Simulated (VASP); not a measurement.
A run of VASP 6.6.1:

Contents of INCAR:

```
SYSTEM = Te2S2O
PREC = Accurate ; ENCUT = 520
EDIFF = 1E-6 ; ISMEAR = -1
SIGMA = 0.1 ; LREAL = .FALSE.
LASPH = .TRUE. ; NELM = 100
ALGO = Normal ; ISIF = 2
LWAVE = .FALSE. ; LCHARG = .TRUE.
GGA = PE ; LELF = .TRUE.
LVHAR = .TRUE. ; NBANDS = 41
```

Contents of KPOINTS:

```
Automatic mesh
0
G
  3 3 3
  0 0 0
```

File POSCAR:

```
Te2S2O
1.0
    5.6055430000      3.4544390000      0.0000000000
    5.6055430000     -3.4544390000      0.0000000000
    0.0000000000      0.0000000000     -6.1130640000
O Te S
2 4 4
Direct
    0.2170000000      0.7830000000      0.7700000000
    0.7830000000      0.2170000000      0.2700000000
    0.3260000000      0.0320000000      0.7030000000
    0.6740000000      0.9680000000      0.2030000000
    0.9680000000      0.6740000000      0.7030000000
    0.0320000000      0.3260000000      0.2030000000
    0.3419000000      0.0879000000      0.3600000000
    0.6581000000      0.9121000000      0.8600000000
    0.9121000000      0.6581000000      0.3600000000
    0.0879000000      0.3419000000      0.8600000000
```

Potentials or basis: VASP PAW PBE potentials, release 64 (O, Te, S).

The run is started by

```sh
$ cat potpaw_PBE.64/O/POTCAR potpaw_PBE.64/Te/POTCAR potpaw_PBE.64/S/POTCAR > POTCAR
$ mpirun -np 1 vasp_std > vasp.out
```

Hardware: 1 thread of Intel Xeon 8259CL, with other jobs on the host.

Task: Estimate the wall time of this run.

Result: Run time: 5.1 min on 1 thread of Intel Xeon 8259CL, on a shared host, peak memory 0.34 GiB. Counts: scf iterations 23, k points 8.
